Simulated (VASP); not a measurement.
A run of VASP 6.6.1 is set up as follows.

The input INCAR:

```
PREC     = Accurate       # precision mode
ENCUT    = 520            # plane-wave cutoff, eV
EDIFF    = 1E-6           # SCF threshold, eV
ISMEAR   = -1             # smearing method
SIGMA    = 0.02           # smearing width, eV
LREAL    = F              # projectors in reciprocal space
LASPH    = T              # aspherical terms in the spheres
NELM     = 80             # most SCF steps
ALGO     = Normal         # electronic algorithm
ISIF     = 2              # what is computed and relaxed
LWAVE    = F              # write WAVECAR
LCHARG   = F              # write CHGCAR
GGA      = PE             # functional
NBANDS   = 15             # bands
```

KPOINTS

```
Automatic mesh
0
Gamma
  18 18 16
```

The input POSCAR:

```
TaN
1.0
    2.9379988584      0.0000000000      0.0000000000
   -1.4689994292      2.5443816477      0.0000000000
    0.0000000000      0.0000000000      2.8830000000
Ta N
1 1
Direct
    0.3333333333      0.6666666667      0.5000000000
    0.0000000000      0.0000000000      0.0000000000
```

Potentials or basis: VASP PAW PBE potentials, release 64 (Ta_pv, N).

Run with:

```sh
$ cat potpaw_PBE.64/Ta_pv/POTCAR potpaw_PBE.64/N/POTCAR > POTCAR
$ mpirun -np 1 vasp_std > vasp.out
```

**Question.** Estimate the band gap on the k mesh.

**Answer.** Zero (bands 8 and 9 overlap by 0.43 eV).

**Question.** Predict the pressure.

**Answer.** 5.4 GPa.

Stress tensor (GPa, compression positive):
```
4.95 0.00 0.00
0.00 4.95 0.00
0.00 0.00 6.29
```

Caveat: the cell stands under pressure; spin-orbit coupling is left out, which moves the levels of the heavy elements.
